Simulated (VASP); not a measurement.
# PtSe2 (P-3m1) in VASP: notebook

Runs on PtSe2. Level: PBE+D3(BJ). Tasks: single point.

Everything below comes from runs of VASP 6.6.1. Logs are shortened: lines on timing, memory, paths and dates and some standing lists are left out, and cuts for length are marked.

## (1) The cell of the first run

The structure is trigonal, space group P-3m1 (No. 164). The conventional cell has a = 3.724 Å, b = 3.724 Å, c = 5.062 Å, α = 90.00°, β = 90.00°, γ = 120.00°. Within 3.3 Å of Pt (site symmetry -3m) lie 6 Se at 2.49 Å. Within 3.4 Å of Se (site symmetry 3m) lie 3 Pt at 2.49 Å and 6 Se at 3.32 Å.

## (2) Single point, PBE+D3(BJ)

Contents of INCAR:

```
SYSTEM = PtSe2
  ALGO = Normal
  EDIFF = 1E-6
  ENCUT = 500
  GGA = PE
  GGA_COMPAT = .False.
  ISIF = 2
  ISMEAR = 0
  ISYM = -1
  IVDW = 12
  LASPH = .True.
  LCHARG = .False.
  LREAL = Auto
  LWAVE = .False.
  NBANDS = 81
  NELM = 120
  PREC = Accurate
  SIGMA = 0.1
```

Contents of KPOINTS:

```
explicit points
4
Reciprocal
  0.25000000   0.25000000   0.25000000 2
  0.25000000   0.25000000   0.75000000 2
  0.25000000   0.75000000   0.25000000 2
  0.25000000   0.75000000   0.75000000 2
```

Contents of POSCAR:

```
PtSe2
1.0
    0.0000000000     -6.4501582546      0.0000000000
    5.5860009069      3.2250791273      0.0000000000
    0.0000000000      0.0000000000     10.1240000000
Pt Se
6 12
Direct
    0.6666666667      0.3333333333      0.0000000000
    0.6666666667      0.3333333333      0.5000000000
    0.0000000000      0.0000000000      0.0000000000
    0.0000000000      0.0000000000      0.5000000000
    0.3333333333      0.6666666667      0.0000000000
    0.3333333333      0.6666666667      0.5000000000
    0.3333333333      0.3333333333      0.1250000000
    0.3333333333      0.3333333333      0.6250000000
    0.6666666667      0.0000000000      0.1250000000
    0.6666666667      0.0000000000      0.6250000000
    0.0000000000      0.6666666667      0.1250000000
    0.0000000000      0.6666666667      0.6250000000
    0.6666666667      0.6666666667      0.3750000000
    0.6666666667      0.6666666667      0.8750000000
    0.0000000000      0.3333333333      0.3750000000
    0.0000000000      0.3333333333      0.8750000000
    0.3333333333      1.0000000000      0.3750000000
    0.3333333333      1.0000000000      0.8750000000
```

Potentials or basis: VASP PAW PBE potentials, release 64 (Pt, Se).

The run is started by

```bash
$ cat potpaw_PBE.64/Pt/POTCAR potpaw_PBE.64/Se/POTCAR > POTCAR
$ mpirun -np 1 vasp_std > vasp.out
```

OUTCAR:

```text
SYSTEM = PtSe2
   EDIFF = 1E-6
   ENCUT = 500
   GGA = PE
   ISIF = 2
   ISMEAR = 0
   ISYM = -1
   IVDW = 12
   LASPH = .True.
   LREAL = Auto
   NELM = 120
   PREC = Accurate
 IVDW          = 12

 ion  position               nearest neighbor table
   1  0.667  0.333  0.000-   9 2.49  16 2.49  18 2.49  11 2.49  14 2.49   7 2.49
   2  0.667  0.333  0.500-  10 2.49  15 2.49  17 2.49  12 2.49  13 2.49   8 2.49
   3  0.000  0.000  0.000-   7 2.49  11 2.49  14 2.49  16 2.49   9 2.49  18 2.49
   4  0.000  0.000  0.500-   8 2.49  12 2.49  13 2.49  15 2.49  10 2.49  17 2.49
   5  0.333  0.667  0.000-  18 2.49  11 2.49   9 2.49  16 2.49   7 2.49  14 2.49
   6  0.333  0.667  0.500-  17 2.49  12 2.49  10 2.49  15 2.49   8 2.49  13 2.49
   7  0.333  0.333  0.125-   3 2.49   5 2.49   1 2.49
   8  0.333  0.333  0.625-   4 2.49   6 2.49   2 2.49
   9  0.667  0.000  0.125-   1 2.49   3 2.49   5 2.49
  10  0.667  0.000  0.625-   2 2.49   4 2.49   6 2.49
  11  0.000  0.667  0.125-   3 2.49   5 2.49   1 2.49
  12  0.000  0.667  0.625-   4 2.49   6 2.49   2 2.49
  13  0.667  0.667  0.375-   4 2.49   2 2.49   6 2.49
  14  0.667  0.667  0.875-   3 2.49   1 2.49   5 2.49
  15  0.000  0.333  0.375-   4 2.49   2 2.49   6 2.49
  16  0.000  0.333  0.875-   3 2.49   1 2.49   5 2.49
  17  0.333  0.000  0.375-   6 2.49   4 2.49   2 2.49
  18  0.333  0.000  0.875-   5 2.49   3 2.49   1 2.49

IMPORTANT INFORMATION: All symmetrisations will be switched off!
NOSYMM: (Re-)initialisation of all symmetry stuff for point group C_1.

----------------------------------------------------------------------------------------

                                     Primitive cell

  volume of cell :     364.7737

  direct lattice vectors                    reciprocal lattice vectors
     0.000000000 -6.450158255  0.000000000     0.089509473 -0.155034956  0.000000000
     5.586000907  3.225079127  0.000000000     0.179018947  0.000000000  0.000000000
     0.000000000  0.000000000 10.124000000     0.000000000  0.000000000  0.098775188

  length of vectors
     6.450158255  6.450158255 10.124000000     0.179018947  0.179018947  0.098775188

  position of ions in fractional coordinates (direct lattice)
     0.666666667  0.333333333  0.000000000
     0.666666667  0.333333333  0.500000000
     0.000000000  0.000000000  0.000000000
     0.000000000  0.000000000  0.500000000
     0.333333333  0.666666667  0.000000000
     0.333333333  0.666666667  0.500000000
[... 10 lines left out ...]
     0.333333333  0.000000000  0.375000000
     0.333333333  0.000000000  0.875000000

  ion indices of the primitive-cell ions
   primitive index   ion index
                 1           1
                 2           2
                 3           3
                 4           4
                 5           5
                 6           6
[... 10 lines left out ...]
                17          17
                18          18

----------------------------------------------------------------------------------------

 KPOINTS: explicit points

Read explicit list of k-points.

 Found      4 k-points:

 Following reciprocal coordinates:
            Coordinates               Weight
  0.250000  0.250000  0.250000      0.250000
  0.250000  0.250000  0.750000      0.250000
  0.250000  0.750000  0.250000      0.250000
  0.250000  0.750000  0.750000      0.250000
   k-points           NKPTS =      4   k-points in BZ     NKDIM =      4   number of bands    NBANDS=     81
   number of dos      NEDOS =    301   number of ions     NIONS =     18
   total plane-waves  NPLWV = 184320
   dimension x,y,z NGX =    48 NGY =   48 NGZ =   80
   dimension x,y,z NGXF=    96 NGYF=   96 NGZF=  160
   ions per type =               6  12
   NGX,Y,Z   is equivalent  to a cutoff of  12.37, 12.37, 13.14 a.u.
   NGXF,Y,Z  is equivalent  to a cutoff of  24.74, 24.74, 26.27 a.u.
 SYSTEM =  PtSe2
   PREC   = accura    normal or accurate (medium, high low for compatibility)
   ISTART =      0    job   : 0-new  1-cont  2-samecut
   ICHARG =      2    charge: 1-file 2-atom 10-const
   ISPIN  =      1    spin polarized calculation?
   LNONCOLLINEAR =      F non collinear calculations
   LSORBIT =      F    spin-orbit coupling
   LASPH  =      T    aspherical Exc in radial PAW
   ENCUT  =  500.0 eV  36.75 Ry    6.06 a.u.  11.76 11.76 18.46*2*pi/ulx,y,z
   NELM   =    120;   NELMIN=  2; NELMDL= -5     # of ELM steps
   EDIFF  = 0.1E-05   stopping-criterion for ELM
   LREAL  =      T    real-space projection
   EDIFFG = 0.1E-04   stopping-criterion for IOM
   NSW    =      0    number of steps for IOM
   IBRION =     -1    ionic relax: 0-MD 1-quasi-New 2-CG
   NFREE  =      0    steps in history (QN), initial steepest desc. (CG)
   ISIF   =      2    stress and relaxation
   ISYM   =     -1    0-nonsym 1-usesym 2-fastsym
   POTIM  = 0.5000    time-step for ionic-motion
   TEBEG  =    0.0;   TEEND  =   0.0 temperature during run
   PSTRESS=    0.0 pullay stress
   NELECT =     132.0000    total number of electrons
   NUPDOWN=      -1.0000    fix difference up-down
   EMIN   =  10.00;   EMAX   =-10.00  energy-range for DOS
   EFERMI =   0.00;   METHOD = LEGACY
   ISMEAR =     0;   SIGMA  =   0.10  broadening in eV -4-tet -1-fermi 0-gaus
   EFERMI_NEDOS =   21; number of points for ismear=-14 and -15
   IALGO  =     38    algorithm
   IMIX   =      4    mixing-type and parameters
     AMIX     =   0.40;   BMIX     =  1.00
     AMIX_MAG =   1.60;   BMIX_MAG =  1.00
  volume/ion in A,a.u.               =      20.27       136.76
  Fermi-wavevector in a.u.,A,eV,Ry     =   1.166608  2.204570 18.517180  1.360974
  Thomas-Fermi vector in A             =   2.303119
   LORBIT       =      0    0 simple, 1 ext, 2 COOP (PROOUT), +10 PAW based schemes
   GGA     = PE    functional components
   LHFCALC =     F    Hartree Fock is set to
   AEXX    =    0.0000 exact exchange contribution
   IVDW    =    12    specifies the selected vdW correction
   LEPSILON=     F    determine dielectric tensor
   LRPA    =     F    only Hartree local field effects (RPA)
 non-spin polarized calculation
 Gauss-broadening in eV      SIGMA  =   0.10
  energy-cutoff  :      500.00
  volume of cell :      364.77
 maximum number of plane-waves:      9254
 NGX is ok and might be reduce to    48
   NGX = 23   NGY = 23   NGZ = 37

 number of electron     131.9999989 magnetization

 Free energy of the ion-electron system (eV)
  ---------------------------------------------------
  ext. energy  EPLUGINS =         0.00000000
  ---------------------------------------------------
  free energy    TOTEN  =       -85.16143026 eV

  energy without entropy =      -85.16125959  energy(sigma->0) =      -85.16134493

 E-fermi :   6.5476     XC(G=0): -10.6325

 val. band max:        6.3066240082   @ k =   0.2500   0.7500   0.2500
 cond. band min:       6.7798177034   @ k =   0.2500   0.2500   0.7500
 fundamental gap:      0.4731936951
 Fermi energy:         6.5475523756

 k-point     1 :       0.2500    0.2500    0.2500
  band No.  band energies     occupation
      1      -8.4826      2.00000
      2      -8.0951      2.00000
      3      -7.8408      2.00000
      4      -7.8408      2.00000
      5      -7.4691      2.00000
      6      -7.4691      2.00000
[... 70 lines left out ...]
     77       8.5140      0.00000
     78       8.5140      0.00000

 k-point     2 :       0.2500    0.2500    0.7500
  band No.  band energies     occupation
      1      -8.4567      2.00000
      2      -8.1525      2.00000
      3      -7.7610      2.00000
      4      -7.7610      2.00000
      5      -7.6620      2.00000
      6      -7.6620      2.00000
[... 70 lines left out ...]
     77       8.2765      0.00000
     78       8.5702      0.00000

 k-point     3 :       0.2500    0.7500    0.2500
  band No.  band energies     occupation
      1      -8.8896      2.00000
      2      -8.5128      2.00000
      3      -7.5595      2.00000
      4      -7.3773      2.00000
      5      -7.3268      2.00000
      6      -7.2997      2.00000
[... 70 lines left out ...]
     77       8.4265      0.00000
     78       8.5328      0.00000

 k-point     4 :       0.2500    0.7500    0.7500
  band No.  band energies     occupation
      1      -8.8896      2.00000
      2      -8.5128      2.00000
      3      -7.5595      2.00000
      4      -7.3773      2.00000
      5      -7.3268      2.00000
      6      -7.2997      2.00000
[... 70 lines left out ...]
     77       8.4265      0.00000
     78       8.5328      0.00000
 [bands above 78 left out]

------------------------ aborting loop because EDIFF is reached ----------------------------------------

 Edisp (eV)   -8.58566

 E8    (eV) :    -3.6841

  FORCE on cell =-STRESS in cart. coord.  units (eV):
  Direction    XX          YY          ZZ          XY          YZ          ZX
  --------------------------------------------------------------------------------------
  -------------------------------------------------------------------------------------
  Total      10.02105     9.29970     4.87678    -0.62467    -0.60379     1.04574
  in kB      44.01496    40.84662    21.42003    -2.74371    -2.65198     4.59317
  external pressure =       35.43 kB  Pullay stress =        0.00 kB

 VOLUME and BASIS-vectors are now :
 -----------------------------------------------------------------------------
  energy-cutoff  :      500.00
  volume of cell :      364.77
      direct lattice vectors                 reciprocal lattice vectors
     0.000000000 -6.450158255  0.000000000     0.089509473 -0.155034956  0.000000000
     5.586000907  3.225079127  0.000000000     0.179018947  0.000000000  0.000000000
     0.000000000  0.000000000 10.124000000     0.000000000  0.000000000  0.098775188

 POSITION                                       TOTAL-FORCE (eV/Angst)
 -----------------------------------------------------------------------------------
      1.86200     -3.22508      0.00000         0.000000      0.000000      0.000001
      1.86200     -3.22508      5.06200         0.000002      0.000003      0.000004
      0.00000      0.00000      0.00000        -0.000003     -0.000002      0.000001
      0.00000      0.00000      5.06200        -0.000003     -0.000004      0.000001
      3.72400      0.00000      0.00000         0.000001     -0.000000     -0.000004
      3.72400      0.00000      5.06200         0.000003      0.000005     -0.000003
[... 10 lines left out ...]
      0.00000     -2.15005      3.79650        -0.080634      0.046560     -0.609039
      0.00000     -2.15005      8.85850        -0.080629      0.046576     -0.609077
 -----------------------------------------------------------------------------------
    total drift:                                0.000000      0.000002     -0.000001

  FREE ENERGIE OF THE ION-ELECTRON SYSTEM (eV)
  ---------------------------------------------------
  free  energy   TOTEN  =       -93.7470875894 eV

  energy  without entropy=      -93.7469169167  energy(sigma->0) =      -93.74700225
```

Run time: 3 min. Hardware: 1 thread of Intel Xeon Platinum 8259CL at 2.50GHz (Skylake/Cascade Lake), shared host; peak memory 0.47 GiB.

What came out:

* Free energy: -93.7471 eV
* Pressure: 3.5 GPa
* Largest force: 0.616 eV/Å
* Band gap on the k mesh: 0.47 eV
* Dispersion energy per atom: -0.477 eV

Forces in eV/Å, atoms in the order of the input:
```
Pt   0.000  0.000  0.000
Pt   0.000  0.000  0.000
Pt   0.000  0.000  0.000
Pt   0.000  0.000  0.000
Pt   0.000  0.000  0.000
Pt   0.000  0.000  0.000
Se   0.081 -0.047  0.609
Se   0.081 -0.047  0.609
Se   0.081 -0.047  0.609
Se   0.081 -0.047  0.609
Se   0.081 -0.047  0.609
Se   0.081 -0.047  0.609
Se  -0.081  0.047 -0.609
Se  -0.081  0.047 -0.609
Se  -0.081  0.047 -0.609
Se  -0.081  0.047 -0.609
Se  -0.081  0.047 -0.609
Se  -0.081  0.047 -0.609
```

Caveat: the cell stands under pressure; spin-orbit coupling is left out, which moves the levels of the heavy elements; a shifted mesh leaves out Γ, where band edges can lie.

## (3) Single point, PBE+D3(BJ)

Contents of INCAR:

```
PREC = Accurate
ENCUT = 500
EDIFF = 1E-6
ISMEAR = -1
SIGMA = 0.1034
LREAL = Auto
LASPH = True
NELM = 120
ALGO = Normal
ISIF = 2
LWAVE = False
LCHARG = False
GGA = PE
IVDW = 12
ISYM = -1
NBANDS = 81
GGA_COMPAT = False
```

KPOINTS is that of step 2.

POSCAR is that of step 2.

Potentials or basis: VASP PAW PBE potentials, release 64 (Pt, Se).

The run is started by

```bash
$ cat potpaw_PBE.64/Pt/POTCAR potpaw_PBE.64/Se/POTCAR > POTCAR
$ mpirun -np 1 vasp_std > vasp.out
```

It took 3 min on 1 thread of Intel Xeon Platinum 8259CL at 2.50GHz (Skylake/Cascade Lake), shared host; peak memory 0.46 GiB.

The run converged. Its results:

```yaml
Free_energy: -93.7773 eV
Pressure: 3.6 GPa
Largest_force: 0.616 eV/Å
Band_gap_on_the_k_mesh: 0.48 eV
Dispersion_energy_per_atom: -0.477 eV
```

Forces in eV/Å, atoms in the order of the input:
```
Pt   0.000  0.000  0.000
Pt   0.000  0.000  0.000
Pt   0.000  0.000  0.000
Pt   0.000  0.000  0.000
Pt   0.000  0.000  0.000
Pt   0.000  0.000  0.000
Se   0.077 -0.045  0.610
Se   0.077 -0.045  0.610
Se   0.077 -0.045  0.610
Se   0.077 -0.045  0.610
Se   0.077 -0.045  0.610
Se   0.077 -0.045  0.610
Se  -0.077  0.045 -0.610
Se  -0.077  0.045 -0.610
Se  -0.077  0.045 -0.610
Se  -0.077  0.045 -0.610
Se  -0.077  0.045 -0.610
Se  -0.077  0.045 -0.610
```

Stress tensor (GPa, compression positive):
```
 4.46 -0.31  0.39
-0.31  4.10 -0.22
 0.39 -0.22  2.15
```

Levels at points of the mesh, in eV from the valence-band top:
```csv
k point,band 63,band 64,band 65,band 66,band 67,band 68,band 69,band 70
"(0.25, 0.25, 0.25)",-1.41,-1.09,-1.09,-0.38,0.53,0.53,0.90,1.17
```

Caveat: the cell stands under pressure; spin-orbit coupling is left out, which moves the levels of the heavy elements; a shifted mesh leaves out Γ, where band edges can lie. A hybrid or GW would open this gap; PBE tends to underestimate it.
